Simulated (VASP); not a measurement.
# Ge (Fd-3m) in VASP: notebook

Aim: see how the results for Ge move with the level of theory and the settings. Levels: PBE-based global hybrid with 10 % exact exchange, PBEsol-based global hybrid with 25 % exact exchange, r2SCAN50. Tasks: single point, relaxation of cell and atoms.

Program: VASP 6.6.1. These are calculated values, not measurements. Logs are shortened: lines on timing, memory, paths and dates and some standing lists are left out, and cuts for length are marked.

### 1 The cell of the first run

It takes space group Fd-3m (No. 227, cubic). The conventional cell has a = 5.658 Å, b = 5.658 Å, c = 5.658 Å, α = 90.00°, β = 90.00°, γ = 90.00°. Ge (site symmetry -43m) has 4 Ge at 2.45 Å within 3.2 Å.

### 2 Single point, PBE-based global hybrid with 10 % exact exchange

POSCAR reads:

```
Ge
1.0
    0.0000000000      2.8289100000      2.8289100000
    2.8289100000      0.0000000000      2.8289100000
    2.8289100000      2.8289100000      0.0000000000
Ge
2
Direct
    0.7500000000      0.7500000000      0.7500000000
    0.5000000000      0.5000000000      0.5000000000
```

INCAR.step1 reads:

```
SYSTEM = Ge
ALGO = Normal ; EDIFF = 1E-5
ENCUT = 520 ; GGA = PE
ISIF = 2 ; ISMEAR = -1
LASPH = .True. ; LCHARG = .False.
LREAL = .False. ; LWAVE = .True.
NBANDS = 21 ; NELM = 100
PREC = Accurate ; SIGMA = 0.05
```

INCAR.step2 reads:

```
SYSTEM = Ge
AEXX = 0.1 ; ALGO = Normal
EDIFF = 1E-7 ; ENCUT = 520
GGA = PE ; ISIF = 2
ISMEAR = -1 ; ISTART = 1
LASPH = .True. ; LCHARG = .False.
LHFCALC = .True. ; LREAL = .False.
LWAVE = .False. ; NBANDS = 21
NELM = 100 ; PREC = Accurate
PRECFOCK = Normal ; SIGMA = 0.05
```

KPOINTS reads:

```
k-points
0
Gamma
  5 5 5
  0 0 0
```

Potentials or basis: VASP PAW PBE potentials, release 64 (Ge_d).

Command:

```
$ cat potpaw_PBE.64/Ge_d/POTCAR > POTCAR
$ cp INCAR.step1 INCAR
$ mpirun -np 1 vasp_std > vasp.out
$ cp INCAR.step2 INCAR
$ mpirun -np 1 vasp_std > vasp.out
```

OUTCAR:

```text
SYSTEM = Ge
   AEXX = 0.1
   EDIFF = 1E-7
   ENCUT = 520
   GGA = PE
   ISIF = 2
   ISMEAR = -1
   ISTART = 1
   LASPH = .True.
   LHFCALC = .True.
   LREAL = .False.
   NELM = 100
   PREC = Accurate
   PRECFOCK = Normal

 ion  position               nearest neighbor table
   1  0.750  0.750  0.750-   2 2.45   2 2.45   2 2.45   2 2.45
   2  0.500  0.500  0.500-   1 2.45   1 2.45   1 2.45   1 2.45

  LATTYP: Found a face centered cubic cell.
 ALAT       =     5.6578200000

  Lattice vectors:

 A1 = (   0.0000000000,   2.8289100000,   2.8289100000)
 A2 = (   2.8289100000,   0.0000000000,   2.8289100000)
 A3 = (   2.8289100000,   2.8289100000,   0.0000000000)

Analysis of symmetry for initial positions (statically):
=====================================================================
 Subroutine PRICEL returns:
 Original cell was already a primitive cell.

 Routine SETGRP: Setting up the symmetry group for a
 face centered cubic supercell.

 Subroutine GETGRP returns: Found 48 space group operations
 (whereof 24 operations were pure point group operations)
 out of a pool of 48 trial point group operations.

The static configuration has the point symmetry T_d .
 The point group associated with its full space group is O_h .

Analysis of symmetry for dynamics (positions and initial velocities):
=====================================================================
 Subroutine PRICEL returns:
 Original cell was already a primitive cell.

 Routine SETGRP: Setting up the symmetry group for a
 face centered cubic supercell.

 Subroutine GETGRP returns: Found 48 space group operations
 (whereof 24 operations were pure point group operations)
 out of a pool of 48 trial point group operations.

The dynamic configuration has the point symmetry T_d .
 The point group associated with its full space group is O_h .

 Subroutine INISYM returns: Found 48 space group operations
 (whereof 24 operations are pure point group operations),
 and found     1 'primitive' translations

----------------------------------------------------------------------------------------

                                     Primitive cell

  volume of cell :      45.2780

  direct lattice vectors                    reciprocal lattice vectors
     0.000000000  2.828910000  2.828910000    -0.176746521  0.176746521  0.176746521
     2.828910000  0.000000000  2.828910000     0.176746521 -0.176746521  0.176746521
     2.828910000  2.828910000  0.000000000     0.176746521  0.176746521 -0.176746521

  length of vectors
     4.000682889  4.000682889  4.000682889     0.306133954  0.306133954  0.306133954

  position of ions in fractional coordinates (direct lattice)
     0.750000000  0.750000000  0.750000000
     0.500000000  0.500000000  0.500000000

  ion indices of the primitive-cell ions
   primitive index   ion index
                 1           1
                 2           2

----------------------------------------------------------------------------------------

 KPOINTS: k-points

Automatic generation of k-mesh.
 Grid dimensions read from file:
 generate k-points for:    5    5    5

 Generating k-lattice:

  Cartesian coordinates                     Fractional coordinates (reciprocal lattice)
    -0.035349304  0.035349304  0.035349304     0.200000000  0.000000000  0.000000000
     0.035349304 -0.035349304  0.035349304     0.000000000  0.200000000  0.000000000
     0.035349304  0.035349304 -0.035349304     0.000000000  0.000000000  0.200000000

  Length of vectors
     0.061226791  0.061226791  0.061226791

  Shift w.r.t. Gamma in fractional coordinates (k-lattice)
     0.000000000  0.000000000  0.000000000

 Subroutine IBZKPT returns following result:
 ===========================================

 Found     10 irreducible k-points:

 Following reciprocal coordinates:
            Coordinates               Weight
  0.000000  0.000000  0.000000      1.000000
  0.200000  0.000000  0.000000      8.000000
  0.400000  0.000000  0.000000      8.000000
  0.200000  0.200000  0.000000      6.000000
  0.400000  0.200000  0.000000     24.000000
 -0.400000  0.200000  0.000000     24.000000
 -0.200000  0.200000  0.000000     12.000000
  0.400000  0.400000  0.000000      6.000000
 -0.400000  0.400000  0.000000     12.000000
 -0.400000  0.400000  0.200000     24.000000
   k-points           NKPTS =     10   k-points in BZ     NKDIM =    125   number of bands    NBANDS=     21
   number of dos      NEDOS =    301   number of ions     NIONS =      2
   total plane-waves  NPLWV =  27000
   dimension x,y,z NGX =    30 NGY =   30 NGZ =   30
   dimension x,y,z NGXF=    60 NGYF=   60 NGZF=   60
   ions per type =               2
   NGX,Y,Z   is equivalent  to a cutoff of  12.47, 12.47, 12.47 a.u.
   NGXF,Y,Z  is equivalent  to a cutoff of  24.93, 24.93, 24.93 a.u.
 SYSTEM =  Ge
   PREC   = accura    normal or accurate (medium, high low for compatibility)
   ISTART =      1    job   : 0-new  1-cont  2-samecut
   ICHARG =      0    charge: 1-file 2-atom 10-const
   ISPIN  =      1    spin polarized calculation?
   LNONCOLLINEAR =      F non collinear calculations
   LSORBIT =      F    spin-orbit coupling
   LASPH  =      T    aspherical Exc in radial PAW
   ENCUT  =  520.0 eV  38.22 Ry    6.18 a.u.   7.44  7.44  7.44*2*pi/ulx,y,z
   NELM   =    100;   NELMIN=  2; NELMDL=  0     # of ELM steps
   EDIFF  = 0.1E-06   stopping-criterion for ELM
   LREAL  =      F    real-space projection
   EDIFFG = 0.1E-05   stopping-criterion for IOM
   NSW    =      0    number of steps for IOM
   IBRION =     -1    ionic relax: 0-MD 1-quasi-New 2-CG
   NFREE  =      0    steps in history (QN), initial steepest desc. (CG)
   ISIF   =      2    stress and relaxation
   ISYM   =      3    0-nonsym 1-usesym 2-fastsym
   POTIM  = 0.5000    time-step for ionic-motion
   TEBEG  =    0.0;   TEEND  =   0.0 temperature during run
   PSTRESS=    0.0 pullay stress
   NELECT =      28.0000    total number of electrons
   NUPDOWN=      -1.0000    fix difference up-down
   EMIN   =  10.00;   EMAX   =-10.00  energy-range for DOS
   EFERMI =   0.00;   METHOD = LEGACY
   ISMEAR =    -1;   SIGMA  =   0.05  broadening in eV -4-tet -1-fermi 0-gaus
   EFERMI_NEDOS =   21; number of points for ismear=-14 and -15
   IALGO  =     38    algorithm
   IMIX   =      1    mixing-type and parameters
     AMIX     =   0.40;   BMIX     =  1.00
     AMIX_MAG =   1.60;   BMIX_MAG =  1.00
  volume/ion in A,a.u.               =      22.64       152.78
  Fermi-wavevector in a.u.,A,eV,Ry     =   1.394756  2.635708 26.468033  1.945346
  Thomas-Fermi vector in A             =   2.518275
   LORBIT       =      0    0 simple, 1 ext, 2 COOP (PROOUT), +10 PAW based schemes
   GGA     = PE    functional components
   LHFCALC =     T    Hartree Fock is set to
   PRECFOCK=normal    Normal, Fast or Accurate (Low or Medium for compatibility)
   ENCUT4O =  -1.0   cutoff for four orbital integrals eV
   NKREDX  =     1    reduce k-point grid by
   NKREDY  =     1    reduce k-point grid by
   NKREDZ  =     1    reduce k-point grid by
   AEXX    =    0.1000 exact exchange contribution
   HFSCREEN=    0.0000 screening length (either q_TF or 0.3 A-1)
   HFSCREENC=   0.0000 screening length for correlation (either q_TF or 0.3 A-1)
   ENCUTFOCK=  -1.0 apply spherical cutoff to Coloumb kernel
   IVDW    =     0    specifies the selected vdW correction
   LEPSILON=     F    determine dielectric tensor
   LRPA    =     F    only Hartree local field effects (RPA)
 non-spin polarized calculation
  energy-cutoff  :      520.00
  volume of cell :       45.28
 maximum number of plane-waves:      1243
 NGX is ok and might be reduce to    30
  NGX = 24; NGY = 24; NGZ = 24

 number of electron      28.0000022 magnetization

 Free energy of the ion-electron system (eV)
  ---------------------------------------------------
  ext. energy  EPLUGINS =         0.00000000
  ---------------------------------------------------
  free energy    TOTEN  =        -9.96421841 eV

  energy without entropy =       -9.96416942  energy(sigma->0) =       -9.96419392

 E-fermi :   5.0820     XC(G=0):  -9.0813

 val. band max:        4.7512223110   @ k =   0.0000   0.0000   0.0000
 cond. band min:       5.3731576023   @ k =   0.0000   0.0000   0.0000
 fundamental gap:      0.6219352913
 Fermi energy:         5.0820243376

 k-point     1 :       0.0000    0.0000    0.0000
  band No.  band energies     occupation
      1     -21.3415      2.00000
      2     -21.3415      2.00000
      3     -21.3415      2.00000
      4     -21.3054      2.00000
      5     -21.3054      2.00000
      6     -21.0954      2.00000
[... 13 lines left out ...]
     20      14.8669      0.00000
     21      14.8669      0.00000

 k-point     2 :       0.2000    0.0000    0.0000
  band No.  band energies     occupation
      1     -21.3564      2.00000
      2     -21.3564      2.00000
      3     -21.3357      2.00000
      4     -21.2832      2.00000
      5     -21.2832      2.00000
      6     -21.1153      2.00000
[... 13 lines left out ...]
     20      13.6196      0.00000
     21      13.6196      0.00000

 k-point     3 :       0.4000    0.0000    0.0000
  band No.  band energies     occupation
      1     -21.3656      2.00000
      2     -21.3656      2.00000
      3     -21.3260      2.00000
      4     -21.2652      2.00000
      5     -21.2652      2.00000
      6     -21.1275      2.00000
[... 13 lines left out ...]
     20      15.2977      0.00000
     21      15.2977      0.00000
[... 121 lines left out ...]
 k-point     9 :      -0.4000    0.4000    0.0000
  band No.  band energies     occupation
      1     -21.3902      2.00000
      2     -21.3767      2.00000
      3     -21.2883      2.00000
      4     -21.2468      2.00000
      5     -21.1979      2.00000
      6     -21.1859      2.00000
[... 13 lines left out ...]
     20      15.8236      0.00000
     21      18.8176      0.00000

 k-point    10 :      -0.4000    0.4000    0.2000
  band No.  band energies     occupation
      1     -21.3886      2.00000
      2     -21.3834      2.00000
      3     -21.2812      2.00000
      4     -21.2284      2.00000
      5     -21.2174      2.00000
      6     -21.1942      2.00000
[... 13 lines left out ...]
     20      15.9375      0.00000
     21      18.7551      0.00000

------------------------ aborting loop because EDIFF is reached ----------------------------------------

  FORCE on cell =-STRESS in cart. coord.  units (eV):
  Direction    XX          YY          ZZ          XY          YZ          ZX
  --------------------------------------------------------------------------------------
  -------------------------------------------------------------------------------------
  Total        0.6486456      0.6486456      0.6486456      0.0000000      0.0000000      0.0000000
  in kB       22.9525365     22.9525365     22.9525365      0.0000000      0.0000000      0.0000000
  external PRESSURE =      22.9525365 kB  Pullay stress =       0.0000000 kB

 VOLUME and BASIS-vectors are now :
 -----------------------------------------------------------------------------
  energy-cutoff  :      520.00
  volume of cell :       45.28
      direct lattice vectors                 reciprocal lattice vectors
     0.000000000  2.828910000  2.828910000    -0.176746521  0.176746521  0.176746521
     2.828910000  0.000000000  2.828910000     0.176746521 -0.176746521  0.176746521
     2.828910000  2.828910000  0.000000000     0.176746521  0.176746521 -0.176746521

 POSITION                                       TOTAL-FORCE (eV/Angst)
 -----------------------------------------------------------------------------------
      4.24336      4.24336      4.24336        -0.000000     -0.000000     -0.000000
      2.82891      2.82891      2.82891         0.000000      0.000000      0.000000
 -----------------------------------------------------------------------------------
    total drift:                                0.000000      0.000000      0.000000

  FREE ENERGIE OF THE ION-ELECTRON SYSTEM (eV)
  ---------------------------------------------------
  free  energy   TOTEN  =        -9.9642184140 eV

  energy  without entropy=       -9.9641694222  energy(sigma->0) =       -9.96419392
```

Wall time 38 min (1 thread of Intel Xeon Platinum 8375C at 2.90GHz (Ice Lake), shared host); peak memory 0.18 GiB.

What came out:

| Item | Value |
| --- | --- |
| Free energy | -9.9642 eV |
| Pressure | 2.3 GPa |
| Band gap on the k mesh | 0.62 eV |

Caveat: the PAW data sets were made with another functional, which shifts forces and pressure a little; an odd mesh through Γ misses points on the zone boundary, where band edges can lie.

### 3 Relaxation of cell and atoms, PBEsol-based global hybrid with 25 % exact exchange

POSCAR is that of step 2.

INCAR.step1 reads:

```
PREC     = Accurate       # precision mode
ENCUT    = 600            # plane-wave cutoff, eV
EDIFF    = 1E-5           # SCF threshold, eV
ISMEAR   = -1             # smearing method
SIGMA    = 0.05           # smearing width, eV
LREAL    = False          # projectors in reciprocal space
LASPH    = True           # aspherical terms in the spheres
NELM     = 100            # most SCF steps
ALGO     = Normal         # electronic algorithm
LWAVE    = True           # write WAVECAR
LCHARG   = False          # write CHGCAR
GGA      = PE             # functional
NBANDS   = 21             # bands
```

INCAR.step2 reads:

```
PREC     = Accurate       # precision mode
ENCUT    = 600            # plane-wave cutoff, eV
EDIFF    = 1E-7           # SCF threshold, eV
ISMEAR   = -1             # smearing method
SIGMA    = 0.05           # smearing width, eV
LREAL    = False          # projectors in reciprocal space
LASPH    = True           # aspherical terms in the spheres
NELM     = 100            # most SCF steps
ALGO     = Normal         # electronic algorithm
ISIF     = 3              # what is computed and relaxed
LWAVE    = False          # write WAVECAR
LCHARG   = False          # write CHGCAR
GGA      = PS             # functional
LHFCALC  = True           # exact exchange
AEXX     = 0.25           # exact-exchange fraction
PRECFOCK = Normal       
IBRION   = 2              # ionic algorithm
NSW      = 60             # ionic steps
EDIFFG   = -0.01          # ionic threshold
ISTART   = 1
```

KPOINTS reads:

```
Automatic mesh
0
Gamma
  4 4 4
```

Potentials or basis: VASP PAW PBE potentials, release 64 (Ge_d).

Command:

```
$ cat potpaw_PBE.64/Ge_d/POTCAR > POTCAR
$ cp INCAR.step1 INCAR
$ mpirun -np 1 vasp_std > vasp.out
$ cp INCAR.step2 INCAR
$ mpirun -np 1 vasp_std > vasp.out
```

Run time: 19 min. Hardware: 1 thread of Intel Xeon 6975P-C (Granite Rapids), shared host; peak memory 0.19 GiB.

It converged, with:

```
Free energy                           : -12.0829 eV
Relaxed volume                        : 22.27 Å³/atom
Relaxed cell                          : a = 3.979 Å, b = 3.979 Å, c = 3.979 Å, α = 60.00°, β = 60.00°, γ = 60.00°
Space group after relaxing (to 0.1 Å) : Fd-3m (No. 227)
Energy gained by relaxing             : 1.4 meV/atom
Ionic steps                           : 3
Pressure after relaxing               : 0.0 GPa
Band gap on the k mesh                : 1.59 eV (least direct gap 1.78 eV)
```

The path:
```
step  energy change (eV)  largest force (eV/Å)  pressure (GPa)  volume (Å³)
   1              0.0000                0.0000           -1.23        45.28
   2             -0.0019                0.0000            0.81        44.15
   3             -0.0029                0.0000           -0.01        44.55
```

Final structure:
```
Ge
1.0
     0.00000    2.81360    2.81360
     2.81360    0.00000    2.81360
     2.81360    2.81360    0.00000
Ge
2
Direct
  0.75000 0.75000 0.75000
  0.50000 0.50000 0.50000
```

Levels at points of the mesh, in eV from the valence-band top:
| k point | band 12 | band 13 | band 14 | band 15 | band 16 | band 17 |
| --- | --- | --- | --- | --- | --- | --- |
| (0.00, 0.00, 0.00) | 0.00 | 0.00 | 0.00 | 1.78 | 3.97 | 3.97 |
| (0.50, 0.00, 0.00) | -8.45 | -1.56 | -1.56 | 1.59 | 5.21 | 5.21 |
| (0.50, 0.50, 0.00) | -9.83 | -3.45 | -3.45 | 1.94 | 1.94 | 11.71 |

Caveat: the k points lie up to 0.48 Å⁻¹ apart in the final cell; the PAW data sets were made with another functional, which shifts forces and pressure a little.

### 4 Single point, r2SCAN50

POSCAR is that of step 3.

INCAR.step1 reads:

```
SYSTEM = Ge
PREC     = Accurate       ! precision mode
ENCUT    = 520            ! plane-wave cutoff, eV
EDIFF    = 1E-5           ! SCF threshold, eV
ISMEAR   = -1             ! smearing method
SIGMA    = 0.05           ! smearing width, eV
LREAL    = .False.        ! projectors in reciprocal space
LASPH    = .True.         ! aspherical terms in the spheres
NELM     = 100            ! most SCF steps
ALGO     = Normal         ! electronic algorithm
ISIF     = 2              ! what is computed and relaxed
LWAVE    = .True.         ! write WAVECAR
NBANDS   = 21             ! bands
GGA      = PE             ! functional
```

INCAR.step2 reads:

```
SYSTEM = Ge
PREC     = Accurate       ! precision mode
ENCUT    = 520            ! plane-wave cutoff, eV
EDIFF    = 1E-7           ! SCF threshold, eV
ISMEAR   = -1             ! smearing method
SIGMA    = 0.05           ! smearing width, eV
LREAL    = .False.        ! projectors in reciprocal space
LASPH    = .True.         ! aspherical terms in the spheres
NELM     = 100            ! most SCF steps
ALGO     = Normal         ! electronic algorithm
ISIF     = 2              ! what is computed and relaxed
LWAVE    = .False.        ! write WAVECAR
LCHARG   = .True.         ! write CHGCAR
METAGGA  = R2SCAN         ! meta-GGA
LHFCALC  = .True.         ! exact exchange
AEXX     = 0.5            ! exact-exchange fraction
LMIXTAU  = .True.       
PRECFOCK = Normal       
LELF     = .True.         ! ELF
LVHAR    = .True.       
NBANDS   = 21             ! bands
ISTART   = 1
```

KPOINTS reads:

```
Automatic mesh
0
Gamma
  4 4 4
  0 0 0
```

Command:

```
$ cat potpaw_PBE.64/Ge_d/POTCAR > POTCAR
$ cp INCAR.step1 INCAR
$ mpirun -np 1 vasp_std > vasp.out
$ cp INCAR.step2 INCAR
$ mpirun -np 1 vasp_std > vasp.out
```

It took 44 min on 1 thread of Oxide Virtual Turin-like, shared host; peak memory 0.15 GiB.

It converged, with:

* Free energy: -24.3118 eV
* Pressure: -2.2 GPa
* Band gap on the k mesh: 3.01 eV (least direct gap 3.30 eV)

Levels at points of the mesh, in eV from the valence-band top:
```csv
k point,band 12,band 13,band 14,band 15,band 16,band 17
"(0.00, 0.00, 0.00)",0.00,0.00,0.00,3.30,5.41,5.41
"(0.50, 0.00, 0.00)",-9.16,-1.69,-1.69,3.01,6.74,6.74
"(0.50, 0.50, 0.00)",-10.71,-3.73,-3.73,3.34,3.34,13.75
```

Caveat: the k points lie up to 0.48 Å⁻¹ apart; the PAW data sets were made with another functional, which shifts forces and pressure a little.

[end of part 1 of 2]
